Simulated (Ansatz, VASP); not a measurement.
## LiBr in VASP and in Ansatz

Contents of POSCAR:

```
LiBr
1.0
    0.0000000000      2.7395650436      2.7395650436
    2.7395650436      0.0000000000      2.7395650436
    2.7395650436      2.7395650436      0.0000000000
Li Br
1 1
Direct
    0.0000000000      0.0000000000      0.0000000000
    0.5000000000      0.5000000000      0.5000000000
```

Contents of INCAR.step1:

```
SYSTEM = LiBr
PREC = Accurate
ENCUT = 650
EDIFF = 1E-5
ISMEAR = 0
SIGMA = 0.01
LREAL = .FALSE.
LASPH = .TRUE.
NELM = 120
ALGO = Normal
ISIF = 2
LWAVE = .TRUE.
NBANDS = 12
GGA = PE
GGA_COMPAT = .FALSE.
```

Contents of INCAR.step2:

```
SYSTEM = LiBr
PREC = Accurate
ENCUT = 650
EDIFF = 1E-6
ISMEAR = 0
SIGMA = 0.01
LREAL = .FALSE.
LASPH = .TRUE.
NELM = 120
ALGO = Normal
ISIF = 2
LWAVE = .FALSE.
LCHARG = .TRUE.
GGA = PE
LHFCALC = .TRUE.
HFSCREEN = 0.2079
PRECFOCK = Normal
LELF = .TRUE.
LVHAR = .TRUE.
NBANDS = 12
ISTART = 1
GGA_COMPAT = .FALSE.
```

Contents of KPOINTS:

```
Automatic mesh
0
G
  4 4 4
  0 0 0
```

Input for Ansatz:

```yaml
crystal:
  lattice:
    - [0.0, 2.7395650436, 2.7395650436]
    - [2.7395650436, 0.0, 2.7395650436]
    - [2.7395650436, 2.7395650436, 0.0]
  atoms:
    - { symbol: Li, position: [0.0, 0.0, 0.0] }
    - { symbol: Br, position: [0.5, 0.5, 0.5] }
kpoints:
  mp_grid: { grid: [4, 4, 4] }
hamiltonian:
  xc: hse06
scf:
  occupations: { method: fixed }
  n_extra_bands: 4
output:
  forces: true
  stress: true
  eigenvalues: true
```

Alike in both runs: task single point; functional HSE06; k mesh 4 × 4 × 4; no spin polarisation.

|  | VASP | Ansatz |
| --- | --- | --- |
| version | VASP 6.6.1 | Ansatz 0.2.0 |
| potentials or method | VASP PAW PBE potentials, release 64 (Li_sv, Br) | plane waves, PAW |
| plane-wave cutoff (eV) | 650 | 420 |
| occupations | gaussian, width 0.01 eV | fixed |
| valence electrons in the cell | 10 | 10 |

|  | VASP | Ansatz | Ansatz less VASP |
| --- | --- | --- | --- |
| gap on the k mesh at the Fermi level (eV) | 6.21 | 6.22 | +0.005 |
| pressure (GPa) | -0.1 | 0.1 | +0.13 |

Ansatz's warnings: stress exchange threshold loose, stress scf threshold loose.

The k mesh is coarse, so the values compare programs but aren't converged.
